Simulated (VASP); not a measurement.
TeAs, 2 atoms in the cell. It takes space group I4mm (No. 107, tetragonal). Conventional cell: a = 4.197 Å, b = 4.197 Å, c = 5.935 Å, α = 90.00°, β = 90.00°, γ = 90.00°. Te (site symmetry 4mm) has 6 As at 2.91 to 3.03 Å within 3.8 Å. Within 3.8 Å of As (site symmetry 4mm) lie 6 Te at 2.91 to 3.03 Å.  This cell differs from its parent crystal: all Te atoms moved +0.062 Å, as atom 1 towards its neighbour atom 2 (As) at 2.968 Å.

* Program: VASP 6.6.1
* Task: single point
* Functional: r2SCAN
* Potentials or basis: VASP PAW PBE potentials, release 64 (Te, As)
* Cutoff: 520 eV
* k mesh: 14 × 14 × 14
* Occupations: gaussian, width 0.15 eV
* Spin: no spin polarisation
* Dipole correction: no
* Further INCAR settings: ALGO = Normal; EDIFF = 1e-07; NBANDS = 12

Potentials or basis: VASP PAW PBE potentials, release 64 (Te, As).

Run with:

```console
$ cat potpaw_PBE.64/Te/POTCAR potpaw_PBE.64/As/POTCAR > POTCAR
$ cp INCAR.step1 INCAR
$ mpirun -np 1 vasp_std > vasp.out
$ cp INCAR.step2 INCAR
$ mpirun -np 1 vasp_std > vasp.out
```

Hardware: 1 thread of Intel Xeon 8259CL (shared host).

Q: How long does it take, and how much memory?

A: Run time: 7 min on 1 thread of Intel Xeon 8259CL, with other jobs on the host, peak memory 0.31 GiB. Counts: k points 244.
